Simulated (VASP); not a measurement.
# Cd (P6_3/mmc) in VASP: further runs

Runs on Cd. Level: r2SCAN. Tasks: single point.

Everything below comes from runs of VASP 6.6.1. Logs are shortened: lines on timing, memory, paths and dates and some standing lists are left out, and cuts for length are marked.

### 1 The cell of the first run

Symmetry: P6_3/mmc, No. 194, hexagonal system. Conventional cell: a = 2.986 Å, b = 2.986 Å, c = 5.996 Å, α = 90.00°, β = 90.00°, γ = 120.00°. Within 3.9 Å of Cd (site symmetry -6m2) lie 12 Cd at 2.99 to 3.46 Å.

### 2 Single point, r2SCAN

Contents of POSCAR:

```
Cd
1.0
    2.9861737526      0.0000000000      0.0000000000
   -1.4930868763      2.5861023298      0.0000000000
    0.0000000000      0.0000000000      5.9961221307
Cd
2
Direct
    0.3333333333      0.6666666667      0.2500000000
    0.6666666667      0.3333333333      0.7500000000
```

Contents of INCAR.step1:

```
PREC = Accurate
ENCUT = 520
ISMEAR = 0
SIGMA = 0.1
LREAL = F
LASPH = T
NELM = 60
NBANDS = 19
GGA = PE
ALGO = Normal
EDIFF = 1E-4
LWAVE = T
LCHARG = F
```

Contents of INCAR.step2:

```
PREC = Accurate
ENCUT = 520
EDIFF = 1E-7
ISMEAR = 0
SIGMA = 0.1
LREAL = F
LASPH = T
NELM = 60
ALGO = Normal
ISIF = 2
LWAVE = F
LCHARG = F
METAGGA = R2SCAN
LMIXTAU = T
NBANDS = 19
ISTART = 1
```

Contents of KPOINTS:

```
Automatic mesh
0
Gamma
  18 18 8
```

Potentials or basis: VASP PAW PBE potentials, release 64 (Cd).

Launch:

```console
> cat potpaw_PBE.64/Cd/POTCAR > POTCAR
> cp INCAR.step1 INCAR
> mpirun -np 1 vasp_std > vasp.out
> cp INCAR.step2 INCAR
> mpirun -np 1 vasp_std > vasp.out
```

OUTCAR:

```text
PREC = Accurate
   ENCUT = 520
   EDIFF = 1E-7
   ISMEAR = 0
   LREAL = F
   LASPH = T
   NELM = 60
   ISIF = 2
   METAGGA = R2SCAN
   ISTART = 1

 ion  position               nearest neighbor table
   1  0.333  0.667  0.250-   2 3.46   2 3.46   2 3.46   2 3.46   2 3.46   2 3.46
   2  0.667  0.333  0.750-   1 3.46   1 3.46   1 3.46   1 3.46   1 3.46   1 3.46

  LATTYP: Found a hexagonal cell.
 ALAT       =     2.9861737526
 C/A-ratio  =     2.0079615680

  Lattice vectors:

 A1 = (   2.9861737526,   0.0000000000,   0.0000000000)
 A2 = (  -1.4930868763,   2.5861023298,   0.0000000000)
 A3 = (   0.0000000000,   0.0000000000,   5.9961221307)

Analysis of symmetry for initial positions (statically):
=====================================================================
 Subroutine PRICEL returns:
 Original cell was already a primitive cell.

 Routine SETGRP: Setting up the symmetry group for a
 hexagonal supercell.

 Subroutine GETGRP returns: Found 24 space group operations
 (whereof 12 operations were pure point group operations)
 out of a pool of 24 trial point group operations.

The static configuration has the point symmetry D_3d.
 The point group associated with its full space group is D_6h.

Analysis of symmetry for dynamics (positions and initial velocities):
=====================================================================
 Subroutine PRICEL returns:
 Original cell was already a primitive cell.

 Routine SETGRP: Setting up the symmetry group for a
 hexagonal supercell.

 Subroutine GETGRP returns: Found 24 space group operations
 (whereof 12 operations were pure point group operations)
 out of a pool of 24 trial point group operations.

The dynamic configuration has the point symmetry D_3d.
 The point group associated with its full space group is D_6h.

 Subroutine INISYM returns: Found 24 space group operations
 (whereof 12 operations are pure point group operations),
 and found     1 'primitive' translations

----------------------------------------------------------------------------------------

                                     Primitive cell

  volume of cell :      46.3054

  direct lattice vectors                    reciprocal lattice vectors
     2.986173753  0.000000000  0.000000000     0.334876696  0.193341151  0.000000000
    -1.493086876  2.586102330  0.000000000     0.000000000  0.386682301  0.000000000
     0.000000000  0.000000000  5.996122131     0.000000000  0.000000000  0.166774455

  length of vectors
     2.986173753  2.986173753  5.996122131     0.386682301  0.386682301  0.166774455

  position of ions in fractional coordinates (direct lattice)
     0.333333333  0.666666667  0.250000000
     0.666666667  0.333333333  0.750000000

  ion indices of the primitive-cell ions
   primitive index   ion index
                 1           1
                 2           2

----------------------------------------------------------------------------------------

 KPOINTS: Automatic mesh

Automatic generation of k-mesh.
 Grid dimensions read from file:
 generate k-points for:   18   18    8

 Generating k-lattice:

  Cartesian coordinates                     Fractional coordinates (reciprocal lattice)
     0.018604261  0.010741175  0.000000000     0.055555556  0.000000000  0.000000000
     0.000000000  0.021482350  0.000000000     0.000000000  0.055555556  0.000000000
     0.000000000  0.000000000  0.020846807     0.000000000  0.000000000  0.125000000

  Length of vectors
     0.021482350  0.021482350  0.020846807

  Shift w.r.t. Gamma in fractional coordinates (k-lattice)
     0.000000000  0.000000000  0.000000000

 Subroutine IBZKPT returns following result:
 ===========================================

 Found    185 irreducible k-points:

 Following reciprocal coordinates:
            Coordinates               Weight
  0.000000  0.000000  0.000000      1.000000
  0.055556  0.000000  0.000000      6.000000
  0.111111  0.000000  0.000000      6.000000
  0.166667  0.000000  0.000000      6.000000
  0.222222 -0.000000  0.000000      6.000000
  0.277778  0.000000  0.000000      6.000000
[... 16 lines left out ...]
  0.333333  0.111111  0.000000     12.000000
  0.388889  0.111111  0.000000     12.000000
 [... further k-points ...]
   k-points           NKPTS =    185   k-points in BZ     NKDIM =    185   number of bands    NBANDS=     19
   number of dos      NEDOS =    301   number of ions     NIONS =      2
   total plane-waves  NPLWV =  27648
   dimension x,y,z NGX =    24 NGY =   24 NGZ =   48
   dimension x,y,z NGXF=    48 NGYF=   48 NGZF=   96
   ions per type =               2
   NGX,Y,Z   is equivalent  to a cutoff of  13.36, 13.36, 13.31 a.u.
   NGXF,Y,Z  is equivalent  to a cutoff of  26.72, 26.72, 26.62 a.u.
 SYSTEM =  unknown system
   PREC   = accura    normal or accurate (medium, high low for compatibility)
   ISTART =      1    job   : 0-new  1-cont  2-samecut
   ICHARG =      0    charge: 1-file 2-atom 10-const
   ISPIN  =      1    spin polarized calculation?
   LNONCOLLINEAR =      F non collinear calculations
   LSORBIT =      F    spin-orbit coupling
   LASPH  =      T    aspherical Exc in radial PAW
   ENCUT  =  520.0 eV  38.22 Ry    6.18 a.u.   5.55  5.55 11.15*2*pi/ulx,y,z
   NELM   =     60;   NELMIN=  2; NELMDL=  0     # of ELM steps
   EDIFF  = 0.1E-06   stopping-criterion for ELM
   LREAL  =      F    real-space projection
   EDIFFG = 0.1E-05   stopping-criterion for IOM
   NSW    =      0    number of steps for IOM
   IBRION =     -1    ionic relax: 0-MD 1-quasi-New 2-CG
   NFREE  =      0    steps in history (QN), initial steepest desc. (CG)
   ISIF   =      2    stress and relaxation
   ISYM   =      2    0-nonsym 1-usesym 2-fastsym
   POTIM  = 0.5000    time-step for ionic-motion
   TEBEG  =    0.0;   TEEND  =   0.0 temperature during run
   PSTRESS=    0.0 pullay stress
   NELECT =      24.0000    total number of electrons
   NUPDOWN=      -1.0000    fix difference up-down
   EMIN   =  10.00;   EMAX   =-10.00  energy-range for DOS
   EFERMI =   0.00;   METHOD = LEGACY
   ISMEAR =     0;   SIGMA  =   0.10  broadening in eV -4-tet -1-fermi 0-gaus
   EFERMI_NEDOS =   21; number of points for ismear=-14 and -15
   IALGO  =     38    algorithm
   IMIX   =      4    mixing-type and parameters
     AMIX     =   0.40;   BMIX     =  1.00
     AMIX_MAG =   1.60;   BMIX_MAG =  1.00
  volume/ion in A,a.u.               =      23.15       156.24
  Fermi-wavevector in a.u.,A,eV,Ry     =   1.315027  2.485042 23.528518  1.729297
  Thomas-Fermi vector in A             =   2.445239
   LORBIT       =      0    0 simple, 1 ext, 2 COOP (PROOUT), +10 PAW based schemes
   METAGGA = R2SCAN    functional components
   LHFCALC =     F    Hartree Fock is set to
   AEXX    =    0.0000 exact exchange contribution
   IVDW    =     0    specifies the selected vdW correction
   LEPSILON=     F    determine dielectric tensor
   LRPA    =     F    only Hartree local field effects (RPA)
 non-spin polarized calculation
 Gauss-broadening in eV      SIGMA  =   0.10
  energy-cutoff  :      520.00
  volume of cell :       46.31
 maximum number of plane-waves:      1277
 NGX is ok and might be reduce to    24
   NGX = 11   NGY = 11   NGZ = 23

 number of electron      24.0000003 magnetization

 Free energy of the ion-electron system (eV)
  ---------------------------------------------------
  ext. energy  EPLUGINS =         0.00000000
  ---------------------------------------------------
  free energy    TOTEN  =       -40.19102921 eV

  energy without entropy =      -40.18873445  energy(sigma->0) =      -40.18988183

 E-fermi :   2.4014     XC(G=0): -11.3647

 val. band max:        2.3883650582   @ k =   0.2222   0.0556   0.1250
 cond. band min:       2.4168626345   @ k =   0.2778   0.2222   0.1250
 fundamental gap:      0.0284975762
 Fermi energy:         2.4014448668

 k-point     1 :       0.0000    0.0000    0.0000
  band No.  band energies     occupation
      1      -7.7488      2.00000
      2      -7.5830      2.00000
      3      -7.1211      2.00000
      4      -7.1211      2.00000
      5      -7.0897      2.00000
      6      -7.0897      2.00000
[... 11 lines left out ...]
     18      18.4217      0.00000
     19      18.8484      0.00000

 k-point     2 :       0.0556    0.0000    0.0000
  band No.  band energies     occupation
      1      -7.7149      2.00000
      2      -7.5509      2.00000
      3      -7.1341      2.00000
      4      -7.1018      2.00000
      5      -7.0922      2.00000
      6      -7.0614      2.00000
[... 11 lines left out ...]
     18      17.7112      0.00000
     19      19.2100      0.00000

 k-point     3 :       0.1111    0.0000    0.0000
  band No.  band energies     occupation
      1      -7.6277      2.00000
      2      -7.4734      2.00000
      3      -7.1666      2.00000
      4      -7.1268      2.00000
      5      -7.0081      2.00000
      6      -6.9791      2.00000
[... 11 lines left out ...]
     18      17.2370      0.00000
     19      18.7365      0.00000

 k-point     4 :       0.1667    0.0000    0.0000
  band No.  band energies     occupation
      1      -7.5505      2.00000
      2      -7.4010      2.00000
      3      -7.2011      2.00000
      4      -7.1039      2.00000
      5      -6.8768      2.00000
      6      -6.8509      2.00000
[... 11 lines left out ...]
     18      16.6089      0.00000
     19      17.0595      0.00000

 k-point     5 :       0.2222   -0.0000    0.0000
  band No.  band energies     occupation
      1      -7.5690      2.00000
      2      -7.4151      2.00000
      3      -7.1437      2.00000
      4      -6.9916      2.00000
      5      -6.9631      2.00000
      6      -6.7803      2.00000
[... 11 lines left out ...]
     18      15.3239      0.00000
     19      16.3782      0.00000

 k-point     6 :       0.2778    0.0000    0.0000
  band No.  band energies     occupation
      1      -7.6485      2.00000
      2      -7.5027      2.00000
      3      -7.1296      2.00000
      4      -7.0202      2.00000
      5      -6.8904      2.00000
      6      -6.8304      2.00000
[... 11 lines left out ...]
     18      14.6311      0.00000
     19      16.2343      0.00000

 k-point     7 :       0.3333    0.0000    0.0000
  band No.  band energies     occupation
      1      -7.7391      2.00000
      2      -7.5981      2.00000
      3      -7.2742      2.00000
      4      -6.9890      2.00000
      5      -6.9057      2.00000
      6      -6.7534      2.00000
[... 11 lines left out ...]
     18      15.3609      0.00000
     19      16.0485      0.00000

 k-point     8 :       0.3889    0.0000    0.0000
  band No.  band energies     occupation
      1      -7.8168      2.00000
      2      -7.6781      2.00000
      3      -7.3842      2.00000
      4      -7.0672      2.00000
      5      -6.8161      2.00000
      6      -6.7831      2.00000
[... 256 lines left out ...]
 k-point    20 :       0.1667    0.1111    0.0000
  band No.  band energies     occupation
      1      -7.4386      2.00000
      2      -7.2909      2.00000
      3      -7.2579      2.00000
      4      -7.1108      2.00000
      5      -6.9858      2.00000
      6      -6.8694      2.00000
[... 11 lines left out ...]
     18      15.4756      0.00000
     19      15.4928      0.00000

 k-point    21 :       0.2222    0.1111    0.0000
  band No.  band energies     occupation
      1      -7.5235      2.00000
      2      -7.3818      2.00000
      3      -7.1357      2.00000
      4      -7.1064      2.00000
      5      -6.9521      2.00000
      6      -6.9462      2.00000
[... 11 lines left out ...]
     18      14.7499      0.00000
     19      14.8209      0.00000

 k-point    22 :       0.2778    0.1111    0.0000
  band No.  band energies     occupation
      1      -7.6141      2.00000
      2      -7.4719      2.00000
      3      -7.2644      2.00000
      4      -7.0142      2.00000
      5      -6.9591      2.00000
      6      -6.7820      2.00000
[... 11 lines left out ...]
     18      14.2186      0.00000
     19      15.1076      0.00000

 k-point    23 :       0.3333    0.1111    0.0000
  band No.  band energies     occupation
      1      -7.6897      2.00000
      2      -7.5462      2.00000
      3      -7.3619      2.00000
      4      -7.0676      2.00000
      5      -6.8418      2.00000
      6      -6.8196      2.00000
[... 11 lines left out ...]
     18      13.7474      0.00000
     19      14.9342      0.00000

 k-point    24 :       0.3889    0.1111    0.0000
  band No.  band energies     occupation
      1      -7.7392      2.00000
      2      -7.5949      2.00000
      3      -7.4223      2.00000
      4      -7.1017      2.00000
      5      -6.8515      2.00000
      6      -6.7672      2.00000
[... 11 lines left out ...]
     18      13.4486      0.00000
     19      14.7523      0.00000

 [... further k-points ...]
[... 5 lines left out ...]
  --------------------------------------------------------------------------------------
  -------------------------------------------------------------------------------------
  Total       -0.4716150     -0.4716150     -0.5309745      0.0000000     -0.0000000      0.0000000
  in kB      -16.3179988    -16.3179988    -18.3718530      0.0000000     -0.0000000      0.0000000
  external PRESSURE =     -17.0026169 kB  Pullay stress =       0.0000000 kB

 VOLUME and BASIS-vectors are now :
 -----------------------------------------------------------------------------
  energy-cutoff  :      520.00
  volume of cell :       46.31
      direct lattice vectors                 reciprocal lattice vectors
     2.986173753  0.000000000  0.000000000     0.334876696  0.193341151  0.000000000
    -1.493086876  2.586102330  0.000000000     0.000000000  0.386682301  0.000000000
     0.000000000  0.000000000  5.996122131     0.000000000  0.000000000  0.166774455

 POSITION                                       TOTAL-FORCE (eV/Angst)
 -----------------------------------------------------------------------------------
     -0.00000      1.72407      1.49903         0.000000      0.000000      0.000000
      1.49309      0.86203      4.49709        -0.000000     -0.000000     -0.000000
 -----------------------------------------------------------------------------------
    total drift:                               -0.000000      0.000000      0.000000

  FREE ENERGIE OF THE ION-ELECTRON SYSTEM (eV)
  ---------------------------------------------------
  free  energy   TOTEN  =       -40.1910292062 eV

  energy  without entropy=      -40.1887344524  energy(sigma->0) =      -40.18988183
```

It took 9.8 min on 1 thread of AMD EPYC 7R13 (Zen 3), shared host; peak memory 0.24 GiB.

Results:

* Free energy: -40.1910 eV
* Pressure: -1.7 GPa
* Band gap on the k mesh: zero (bands 12 and 13 overlap by 4.47 eV)

Stress tensor (GPa, compression positive):
```
-1.63  0.00  0.00
 0.00 -1.63  0.00
 0.00  0.00 -1.84
```

Caveat: the PAW data sets were made with another functional, which shifts forces and pressure a little.

### 3 Single point, r2SCAN

This run uses another cell than the first one, of 21.59 Å³/atom.

Contents of POSCAR:

```
Cd
1.0
    2.9788725081      0.0000000000      0.0000000000
   -1.4894362540      2.5797792666      0.0000000000
    0.0000000000      0.0000000000      5.6176500000
Cd
2
Direct
    0.3333333333      0.6666666667      0.2500000000
    0.6666666667      0.3333333333      0.7500000000
```

Contents of INCAR.step1:

```
ALGO = Normal ; EDIFF = 1E-4
ENCUT = 520 ; GGA = PE
ISMEAR = 0 ; LASPH = T
LCHARG = F ; LREAL = F
LWAVE = T ; NBANDS = 19
NELM = 60 ; PREC = Accurate
SIGMA = 0.1
```

Contents of INCAR.step2:

```
ALGO = Normal ; EDIFF = 1E-6
ENCUT = 520 ; ISIF = 2
ISMEAR = 0 ; ISTART = 1
LASPH = T ; LCHARG = F
LMIXTAU = T ; LREAL = F
LWAVE = F ; METAGGA = R2SCAN
NBANDS = 19 ; NELM = 60
PREC = Accurate ; SIGMA = 0.1
```

Contents of KPOINTS:

```
k-points
0
Gamma
  9 9 4
```

Potentials or basis: VASP PAW PBE potentials, release 64 (Cd).

Launch:

```console
> cat potpaw_PBE.64/Cd/POTCAR > POTCAR
> cp INCAR.step1 INCAR
> mpirun -np 1 vasp_std > vasp.out
> cp INCAR.step2 INCAR
> mpirun -np 1 vasp_std > vasp.out
```

Wall time 2.9 min (1 thread of Intel Xeon 8259CL, shared host); peak memory 0.18 GiB.

It converged, with:

```
Free energy            : -40.1566 eV
Pressure               : 1.0 GPa
Band gap on the k mesh : zero (bands 12 and 13 overlap by 4.13 eV)
```

Stress tensor (GPa, compression positive):
```
0.16 0.00 0.00
0.00 0.16 0.00
0.00 0.00 2.71
```

Levels at points of the mesh, in eV from the Fermi level:
| k point | band 9 | band 10 | band 11 | band 12 | band 13 | band 14 | band 15 | band 16 |
| --- | --- | --- | --- | --- | --- | --- | --- | --- |
| (0.00, 0.00, 0.00) | -9.44 | -9.19 | -9.19 | -3.46 | -3.35 | 10.74 | 14.83 | 15.26 |
| (0.00, 0.00, 0.50) | -9.30 | -9.30 | -7.92 | -7.92 | 3.62 | 3.62 | 15.16 | 15.16 |

Caveat: the PAW data sets were made with another functional, which shifts forces and pressure a little.
